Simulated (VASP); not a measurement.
Crystal: NbAs.

```xyz
4
Lattice="-1.7259 1.7259 5.8400 1.7259 -1.7259 5.8400 1.7259 1.7259 -5.8400" Properties=species:S:1:pos:R:3 pbc="T T T"
Nb    0.0000    1.7259    0.0000
Nb    0.0000    0.0000    8.7600
As    0.0000    1.7259    4.8589
As    0.0000    0.0000    1.9389
```

Base run:

| Property | Result |
| --- | --- |
| Program | VASP 6.6.1 |
| Functional | revPBE |
| Potentials or basis | VASP PAW PBE potentials, release 64 (Nb_sv, As) |
| Cutoff | 520 eV |
| k mesh | 11 × 11 × 11 |
| Occupations | fermi-dirac, width 0.05 eV |
| Spin | no spin polarisation |

Its results: band gap on the k mesh 0.03 eV (least direct gap 0.07 eV); pressure 5.2 GPa; largest force 0.302 eV/Å.

Q: The run is repeated on the same cell with these changes: functional from revPBE to BLYP. What comes out?

A: Band gap on the k mesh 0.02 eV (least direct gap 0.05 eV); pressure 11.9 GPa; largest force 0.297 eV/Å.

Caveats: the cell stands under pressure; the smearing spreads over this small gap; semilocal functionals underestimate gaps, and a narrow one can read as zero; the PAW data sets were made with another functional, which shifts forces and pressure a little.

A k mesh can miss the band edges.
